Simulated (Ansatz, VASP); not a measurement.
# GaP: VASP beside Ansatz

INCAR

```
ALGO = Normal
EDIFF = 1E-6
ENCUT = 520
GGA = PE
ISIF = 2
ISMEAR = 0
LASPH = T
LCHARG = T
LELF = T
LREAL = F
LVHAR = T
LWAVE = F
NBANDS = 16
NELM = 80
PREC = Accurate
SIGMA = 0.05
```

File KPOINTS:

```
k-points
0
Gamma
  8 8 8
```

Contents of POSCAR:

```
GaP
1.0
    0.0000000000      2.7252500963      2.7252500963
    2.7252500963      0.0000000000      2.7252500963
    2.7252500963      2.7252500963      0.0000000000
Ga P
1 1
Direct
    0.0000000000      0.0000000000      0.0000000000
    0.7500000000      0.7500000000      0.7500000000
```

Input for Ansatz:

```yaml
crystal:
  lattice:
    - [0.0, 2.7252500963, 2.7252500963]
    - [2.7252500963, 0.0, 2.7252500963]
    - [2.7252500963, 2.7252500963, 0.0]
  atoms:
    - { symbol: Ga, position: [0.0, 0.0, 0.0] }
    - { symbol: P, position: [0.75, 0.75, 0.75] }
basis:
  ecutwfc: 420
  ecutrho_ratio: 4
kpoints:
  mp_grid: { grid: [8, 8, 8] }
hamiltonian:
  xc: pbe
scf:
  occupations: { method: gaussian, width: 0.05 }
output:
  forces: true
  stress: true
  eigenvalues: true
```

Alike in both runs: task single point; functional PBE; k mesh 8 × 8 × 8; occupations gaussian, width 0.05 eV; no spin polarisation.

|  | VASP | Ansatz |
| --- | --- | --- |
| version | VASP 6.6.1 | Ansatz 0.2.0 |
| potentials or method | VASP PAW PBE potentials, release 64 (Ga_d, P), cutoff 520 eV | scalar-relativistic, plane waves, PAW |
| valence electrons in the cell | 18 | 18 |

```tsv
	VASP	Ansatz	Ansatz less VASP
gap on the k mesh at the Fermi level (eV)	1.64	1.64	0.000
least direct gap on the mesh (eV)	1.83	1.83	+0.002
pressure (GPa)	2.4	2.5	+0.08
```

With one functional, cell and mesh, what is left measures potentials, basis and numerics.
